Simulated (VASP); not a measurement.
Set up this calculation in VASP 6.6.1, as the native input.

```yaml
Task: single point
Functional: revPBE
Potentials_or_basis: VASP PAW PBE potentials, release 64 (Co)
Cutoff: 520 eV
k_mesh: 17 × 17 × 17
Occupations: fermi-dirac, width 0.05 eV
Spin: collinear spin, ferromagnetic start
Starting_moments: "[1.757] μB"
Dipole_correction: no
Further_INCAR_settings: ALGO = Normal; EDIFF = 1e-06; NBANDS = 14
```

The structure of Co lies in POSCAR:

```
Co
1.0
    0.0000000000      1.8406991233      1.8406991233
    1.8406991233      0.0000000000      1.8406991233
    1.8406991233      1.8406991233      0.0000000000
Co
1
Direct
    0.0000000000      0.0000000000      0.0000000000
```

This cell differs from its parent crystal: volume scaled by 1.12.

One way to write it, as run:

INCAR

```
SYSTEM = Co
  ALGO = Normal
  EDIFF = 1E-6
  ENCUT = 520
  GGA = RE
  ISIF = 2
  ISMEAR = -1
  ISPIN = 2
  LASPH = .TRUE.
  LCHARG = .FALSE.
  LMAXMIX = 4
  LORBIT = 11
  LREAL = .FALSE.
  LWAVE = .FALSE.
  MAGMOM = 1.757
  NBANDS = 14
  NELM = 150
  PREC = Accurate
  SIGMA = 0.05
```

KPOINTS

```
k-points
0
G
  17 17 17
  0 0 0
```

Potentials or basis: VASP PAW PBE potentials, release 64 (Co).

Launch:

```bash
$ cat potpaw_PBE.64/Co/POTCAR > POTCAR
$ mpirun -np 1 vasp_std > vasp.out
```

Results of the run:

The pressure is -17.1 GPa, the net moment is 1.74 μB per cell and the site moments are Co +1.78 μB. The valence electrons inside the program's atomic spheres are Co 8.03.

Caveat: the PAW data sets were made with another functional, which shifts forces and pressure a little.

It took 51 s on 1 thread of Intel(R) Xeon(R) Platinum 8259CL CPU @ 2.50GHz (Skylake/Cascade Lake), with other jobs on the host, peak memory 0.16 GiB.
